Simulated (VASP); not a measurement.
Runs of VASP 6.6.1 on Hf. The structure is hexagonal, space group P6_3/mmc (No. 194). Conventional cell: a = 3.199 Å, b = 3.199 Å, c = 5.051 Å, α = 90.00°, β = 90.00°, γ = 120.00°. Hf (site symmetry -6m2) has 12 Hf at 3.13 to 3.20 Å within 4.1 Å. 

| k mesh | smearing | gap on the mesh (eV) | pressure (GPa) |
| --- | --- | --- | --- |
| 7 × 7 × 4 | fermi-dirac 0.1 eV | none | -0.6 |
| 6 × 6 × 3 | fermi-dirac 0.1 eV | none | (b) |
| 11 × 11 × 6 | fermi-dirac 0.1 eV | none | -0.6 |
| 11 × 11 × 6 | fermi-dirac 0.01 eV | none | -0.6 |
| 4 × 4 × 2 | fermi-dirac 0.1 eV | none | -1.4 |
| 11 × 11 × 6 | fermi-dirac 0.3 eV | none | 0.3 |
| 3 × 3 × 2 | fermi-dirac 0.1 eV | none | -1.4 |
| 11 × 11 × 6 | fermi-dirac 0.03 eV | none | -0.5 |
| 2 × 2 × 1 | fermi-dirac 0.1 eV | none | -0.8 |
| 9 × 9 × 5 | fermi-dirac 0.1 eV | none | -0.7 |
| 11 × 11 × 6 | fermi-dirac 0.2 eV | none | (a) |

Alike in all rows: task single point; level r2SCAN; potentials or basis VASP PAW PBE potentials, release 64 (Hf_pv); no spin polarisation; cell as given; cutoff (eV) 520.

Fill in the values left out.

(a) -0.4; (b) -0.1.

Caveats: some runs use coarse meshes; the PAW data sets were made with another functional, which shifts forces and pressure a little; spin-orbit coupling is left out, which moves the levels of the heavy elements.

A k mesh can miss the band edges, and the runs leave out spin-orbit coupling on Hf.

A gap of «none» marks levels without a gap at the run's occupations.
